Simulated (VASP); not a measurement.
# Ge (Fd-3m) in VASP: notebook, part 2 of 2

VASP 6.6.1. The steps go on from the part before.

## (3) Single point, r2SCAN

POSCAR

```
Ge
1.0
    0.0000000000      2.8364010207      2.8364010207
    2.8364010207      0.0000000000      2.8364010207
    2.8364010207      2.8364010207      0.0000000000
Ge
2
Direct
    0.0000000000      0.0000000000      0.0000000000
    0.2500000000      0.2500000000      0.2500000000
```

INCAR.step1

```
SYSTEM = Ge
PREC = Accurate
ENCUT = 520
ISMEAR = 0
SIGMA = 0.01
LREAL = .False.
LASPH = .True.
NELM = 60
NBANDS = 21
GGA = PE
ALGO = Normal
EDIFF = 1E-4
LWAVE = .True.
LCHARG = .False.
```

INCAR.step2

```
SYSTEM = Ge
PREC = Accurate
ENCUT = 520
EDIFF = 1E-6
ISMEAR = 0
SIGMA = 0.01
LREAL = .False.
LASPH = .True.
NELM = 60
ALGO = Normal
ISIF = 2
LWAVE = .False.
LCHARG = .False.
METAGGA = R2SCAN
LMIXTAU = .True.
NBANDS = 21
ISTART = 1
```

KPOINTS

```
regular mesh
0
Gamma
  10 10 10
  0 0 0
```

Potentials or basis: VASP PAW PBE potentials, release 64 (Ge_d).

On the command line:

```sh
$ cat potpaw_PBE.64/Ge_d/POTCAR > POTCAR
$ cp INCAR.step1 INCAR
$ mpirun -np 1 vasp_std > vasp.out
$ cp INCAR.step2 INCAR
$ mpirun -np 1 vasp_std > vasp.out
```

OUTCAR:

```text
SYSTEM = Ge
   PREC = Accurate
   ENCUT = 520
   EDIFF = 1E-6
   ISMEAR = 0
   LREAL = .False.
   LASPH = .True.
   NELM = 60
   ISIF = 2
   METAGGA = R2SCAN
   ISTART = 1

 ion  position               nearest neighbor table
   1  0.000  0.000  0.000-   2 2.46   2 2.46   2 2.46   2 2.46
   2  0.250  0.250  0.250-   1 2.46   1 2.46   1 2.46   1 2.46

  LATTYP: Found a face centered cubic cell.
 ALAT       =     5.6728020414

  Lattice vectors:

[... 764 lines left out ...]
 [... further k-points ...]

------------------------ aborting loop because EDIFF is reached ----------------------------------------

  FORCE on cell =-STRESS in cart. coord.  units (eV):
  Direction    XX          YY          ZZ          XY          YZ          ZX
  --------------------------------------------------------------------------------------
  -------------------------------------------------------------------------------------
  Total        0.0332065      0.0332065      0.0332065     -0.0000000      0.0000000      0.0000000
  in kB        1.1657365      1.1657365      1.1657365     -0.0000000      0.0000000      0.0000000
  external PRESSURE =       1.1657365 kB  Pullay stress =       0.0000000 kB

 VOLUME and BASIS-vectors are now :
 -----------------------------------------------------------------------------
  energy-cutoff  :      520.00
  volume of cell :       45.64
      direct lattice vectors                 reciprocal lattice vectors
     0.000000000  2.836401021  2.836401021    -0.176279728  0.176279728  0.176279728
     2.836401021  0.000000000  2.836401021     0.176279728 -0.176279728  0.176279728
     2.836401021  2.836401021  0.000000000     0.176279728  0.176279728 -0.176279728

 POSITION                                       TOTAL-FORCE (eV/Angst)
 -----------------------------------------------------------------------------------
      0.00000      0.00000      0.00000         0.000000      0.000000      0.000000
      1.41820      1.41820      1.41820        -0.000000     -0.000000     -0.000000
 -----------------------------------------------------------------------------------
    total drift:                                0.000000      0.000000      0.000000

  FREE ENERGIE OF THE ION-ELECTRON SYSTEM (eV)
  ---------------------------------------------------
  free  energy   TOTEN  =       -27.7425438843 eV

  energy  without entropy=      -27.7425438843  energy(sigma->0) =      -27.74254388
```

OUTCAR.step1:

```text
SYSTEM = Ge
   PREC = Accurate
   ENCUT = 520
   ISMEAR = 0
   LREAL = .False.
   LASPH = .True.
[... 800 lines left out ...]
      0.00000      0.00000      0.00000         0.000000      0.000000      0.000000
      1.41820      1.41820      1.41820        -0.000000     -0.000000     -0.000000
 -----------------------------------------------------------------------------------
    total drift:                                0.000000      0.000000      0.000000

  FREE ENERGIE OF THE ION-ELECTRON SYSTEM (eV)
  ---------------------------------------------------
  free  energy   TOTEN  =        -9.0140827497 eV

  energy  without entropy=       -9.0140673235  energy(sigma->0) =       -9.01407504
```

OSZICAR.step1:

```text
N       E                     dE             d eps       ncg     rms          rms(c)
DAV:   1     0.187912782412E+03    0.18791E+03   -0.14429E+04  2139   0.360E+03
DAV:   2     0.184070237950E+02   -0.16951E+03   -0.16412E+03  1984   0.610E+02
DAV:   3    -0.820334985912E+01   -0.26610E+02   -0.26461E+02  2304   0.143E+02
DAV:   4    -0.908433563661E+01   -0.88099E+00   -0.88063E+00  2179   0.306E+01
DAV:   5    -0.909912035792E+01   -0.14785E-01   -0.14784E-01  2279   0.432E+00    0.317E+00
DAV:   6    -0.904215435000E+01    0.56966E-01   -0.21232E-02  2233   0.143E+00    0.188E+00
DAV:   7    -0.901220220233E+01    0.29952E-01   -0.47144E-02  2149   0.195E+00    0.147E-01
DAV:   8    -0.901392203552E+01   -0.17198E-02   -0.60298E-03  2244   0.958E-01    0.423E-02
DAV:   9    -0.901406125139E+01   -0.13922E-03   -0.20835E-04  1862   0.205E-01    0.158E-02
DAV:  10    -0.901408274970E+01   -0.21498E-04   -0.39800E-05  1625   0.678E-02
   1 F= -.90140827E+01 E0= -.90140750E+01  d E =-.154262E-04
```

Wall time 69 s (1 thread of Intel Xeon 6975P-C (Granite Rapids), shared host); peak memory 0.18 GiB.

Results:

| Item | Value |
| --- | --- |
| Free energy | -27.7425 eV |
| Pressure | 0.1 GPa |
| Band gap on the k mesh | 0.33 eV |

Caveat: semilocal functionals underestimate gaps, and a narrow one can read as zero; the PAW data sets were made with another functional, which shifts forces and pressure a little.

## (4) Relaxation of cell and atoms, r2SCAN

This run uses another cell than the first one, of 22.64 Å³/atom.

POSCAR

```
Ge
1.0
    0.0000000000      2.8290000000      2.8290000000
    2.8290000000      0.0000000000      2.8290000000
    2.8290000000      2.8290000000      0.0000000000
Ge
2
Direct
    0.0000000000      0.0000000000      0.0000000000
    0.2500000000      0.2500000000      0.2500000000
```

INCAR.step1

```
PREC     = Accurate       # precision mode
ENCUT    = 600            # plane-wave cutoff, eV
ISMEAR   = 0              # smearing method
SIGMA    = 0.02           # smearing width, eV
LREAL    = False          # projectors in reciprocal space
LASPH    = True           # aspherical terms in the spheres
NELM     = 100            # most SCF steps
GGA      = PE             # functional
ALGO     = Normal         # electronic algorithm
EDIFF    = 1E-4           # SCF threshold, eV
LWAVE    = True           # write WAVECAR
LCHARG   = False          # write CHGCAR
```

INCAR.step2

```
PREC     = Accurate       # precision mode
ENCUT    = 600            # plane-wave cutoff, eV
EDIFF    = 1E-7           # SCF threshold, eV
ISMEAR   = 0              # smearing method
SIGMA    = 0.02           # smearing width, eV
LREAL    = False          # projectors in reciprocal space
LASPH    = True           # aspherical terms in the spheres
NELM     = 100            # most SCF steps
ALGO     = Normal         # electronic algorithm
ISIF     = 3              # what is computed and relaxed
LWAVE    = False          # write WAVECAR
LCHARG   = False          # write CHGCAR
METAGGA  = R2SCAN         # meta-GGA
LMIXTAU  = True         
IBRION   = 2              # ionic algorithm
NSW      = 100            # ionic steps
EDIFFG   = -0.002         # ionic threshold
ISTART   = 1
```

KPOINTS

```
Automatic mesh
0
Gamma
  10 10 10
```

On the command line:

```sh
$ cat potpaw_PBE.64/Ge_d/POTCAR > POTCAR
$ cp INCAR.step1 INCAR
$ mpirun -np 1 vasp_std > vasp.out
$ cp INCAR.step2 INCAR
$ mpirun -np 1 vasp_std > vasp.out
```

Wall time 2.4 min (1 thread of Intel Xeon 6975P-C (Granite Rapids), shared host); peak memory 0.21 GiB.

The run converged. Its results:

| Property | Result |
| --- | --- |
| Free energy | -27.7439 eV |
| Relaxed volume | 22.87 Å³/atom |
| Relaxed cell | a = 4.014 Å, b = 4.014 Å, c = 4.014 Å, α = 60.00°, β = 60.00°, γ = 60.00° |
| Space group after relaxing (to 0.1 Å) | Fd-3m (No. 227) |
| Energy gained by relaxing | 0.5 meV/atom |
| Ionic steps | 3 |
| Pressure after relaxing | 0.0 GPa |
| Band gap on the k mesh | 0.31 eV |

The path:
| step | energy change (eV) | largest force (eV/Å) | pressure (GPa) | volume (Å³) |
| --- | --- | --- | --- | --- |
| 1 | 0.0000 | 0.0000 | 0.75 | 45.28 |
| 2 | -0.0008 | 0.0000 | -0.33 | 45.98 |
| 3 | -0.0010 | 0.0000 | 0.01 | 45.74 |

Final structure:
```xyz
2
Lattice="0.0000 2.8384 2.8384 2.8384 0.0000 2.8384 2.8384 2.8384 0.0000" Properties=species:S:1:pos:R:3 pbc="T T T"
Ge    0.0000    0.0000    0.0000
Ge    1.4192    1.4192    1.4192
```

Levels at points of the mesh, in eV from the valence-band top:
```csv
k point,band 10,band 11,band 12,band 13,band 14,band 15,band 16,band 17,band 18
"(0.00, 0.00, 0.00)",-25.21,-13.23,0.00,0.00,0.00,0.31,2.71,2.71,2.71
"(0.50, 0.00, 0.00)",-25.19,-11.06,-7.82,-1.47,-1.47,0.41,3.99,3.99,7.65
"(0.50, 0.50, 0.00)",-25.17,-9.18,-9.18,-3.19,-3.19,0.99,0.99,10.02,10.02
```

Caveat: semilocal functionals underestimate gaps, and a narrow one can read as zero; the PAW data sets were made with another functional, which shifts forces and pressure a little. A k mesh can miss the band edges.
